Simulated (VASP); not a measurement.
A run of VASP 6.6.1 is set up as follows.

The input INCAR:

```
SYSTEM = Mo
  PREC = Accurate
  ENCUT = 520
  EDIFF = 1E-6
  ISMEAR = -1
  SIGMA = 0.15
  LREAL = .FALSE.
  LASPH = .TRUE.
  NELM = 80
  ALGO = Normal
  ISIF = 2
  LWAVE = .FALSE.
  LCHARG = .FALSE.
  NBANDS = 13
```

File KPOINTS:

```
regular mesh
0
G
  18 18 18
  0 0 0
```

POSCAR

```
Mo
1.0
   -1.5561590396      1.5561590396      1.5561590396
    1.5561590396     -1.5561590396      1.5561590396
    1.5561590396      1.5561590396     -1.5561590396
Mo
1
Direct
    0.0000000000      0.0000000000      0.0000000000
```

Potentials or basis: VASP PAW LDA potentials, release 64 (Mo_sv).

Launch:

```bash
$ cat potpaw_LDA.64/Mo_sv/POTCAR > POTCAR
$ mpirun -np 1 vasp_std > vasp.out
```

(1) What does it give for the pressure?

(2) What does it give for the band gap on the k mesh?

Answers

(1) 1.2 GPa.

(2) zero (band 7 reaches 17.29 eV, above the bottom of band 8 at 11.62 eV).
